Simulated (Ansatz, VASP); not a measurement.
**Two plane-wave programs on Si**

The input INCAR:

```
SYSTEM = Si
  PREC = Accurate
  ENCUT = 520
  EDIFF = 1E-6
  ISMEAR = 0
  SIGMA = 0.1
  LREAL = .False.
  LASPH = .True.
  NELM = 60
  ALGO = Normal
  ISIF = 2
  LWAVE = .False.
  LCHARG = .False.
  GGA = PE
  NBANDS = 26
```

The input KPOINTS:

```
regular mesh
0
Gamma
  3 3 4
  0 0 0
```

Contents of POSCAR:

```
Si
1.0
    6.9233916300      0.0000000000      0.0000000000
   -3.4616958100      5.9958330300      0.0000000000
    0.0000000000      0.0000000000      3.8583264700
Si
8
Direct
    0.6666666700      0.3333333300      0.2500000000
    0.3333333300      0.6666666700      0.7500000000
    0.2971000100      0.3829000000      0.2500000000
    0.9142000100      0.2971000100      0.7500000000
    0.6171000000      0.9142000100      0.2500000000
    0.7028999900      0.6171000000      0.7500000000
    0.0857999900      0.7028999900      0.2500000000
    0.3829000000      0.0857999900      0.7500000000
```

Input for Ansatz:

```yaml
crystal:
  lattice:
    - [6.92339163, 0.0, 0.0]
    - [-3.46169581, 5.99583303, 0.0]
    - [0.0, 0.0, 3.85832647]
  atoms:
    - { symbol: Si, position: [0.66666667, 0.33333333, 0.25] }
    - { symbol: Si, position: [0.33333333, 0.66666667, 0.75] }
    - { symbol: Si, position: [0.29710001, 0.3829, 0.25] }
    - { symbol: Si, position: [0.91420001, 0.29710001, 0.75] }
    - { symbol: Si, position: [0.6171, 0.91420001, 0.25] }
    - { symbol: Si, position: [0.70289999, 0.6171, 0.75] }
    - { symbol: Si, position: [0.08579999, 0.70289999, 0.25] }
    - { symbol: Si, position: [0.3829, 0.08579999, 0.75] }
basis:
  ecutwfc: 420
kpoints:
  mp_grid: { grid: [3, 3, 4] }
hamiltonian:
  xc: pbe
scf:
  occupations: { method: gaussian, width: 0.1 }
  lower_state_search: "off"
output:
  forces: true
  stress: true
  eigenvalues: true
```

Alike in both runs: task single point; functional PBE; k mesh 3 × 3 × 4; occupations gaussian, width 0.1 eV; no spin polarisation.

```csv
,VASP,Ansatz
version,VASP 6.6.1,Ansatz 0.2.0
potentials or method,"VASP PAW PBE potentials, release 64 (Si), cutoff 520 eV","scalar-relativistic, plane waves, PAW"
valence electrons in the cell,32,32
```

```tsv
	VASP	Ansatz	Ansatz less VASP
gap on the k mesh at the Fermi level (eV)	none	none	-
pressure (GPa)	-9.2	-9.2	+0.01
traceless stress, the component that is largest in VASP (GPa)	2.02	2.03	+0.015
rms of the force components (eV/Å)	0.065	0.065	-0.0005
```

Atom by atom the forces differ by 0.001 eV/Å (rms over components). A gap of «none» marks a metal or a gap that the smearing closes.

The k mesh is coarse, so the values compare programs but aren't converged.
